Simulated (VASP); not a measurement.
The system is ZnS.

```
CELL_PARAMETERS angstrom
0.00000 2.67771 2.67771
2.67771 0.00000 2.67771
2.67771 2.67771 0.00000
ATOMIC_POSITIONS crystal
Zn 0.00000 0.00000 0.00000
S 0.25000 0.25000 0.25000
```

Base run:

* Program: VASP 6.6.1
* Functional: PBEsol
* Potentials or basis: VASP PAW PBE potentials, release 64 (Zn, S)
* Cutoff: 500 eV
* k mesh: 10 × 10 × 10
* Occupations: gaussian, width 0.02 eV
* Spin: no spin polarisation

Its results: band gap on the k mesh 2.10 eV; pressure 0.2 GPa.

Question: The run is repeated on the same cell with these changes: k mesh from 10 × 10 × 10, through Γ to 10 × 10 × 10, shifted; further incar settings from ALGO = Normal; EDIFF = 1e-06; NBANDS = 16 to ALGO = Normal; EDIFF = 1e-06; NBANDS = 16; ISYM = 0. What comes out?

Answer: Band gap on the k mesh 2.33 eV; pressure 0.2 GPa.

Caveats: the PAW data sets were made with another functional, which shifts forces and pressure a little; a shifted mesh leaves out Γ, where band edges can lie (at least some runs).

A k mesh can miss the band edges.
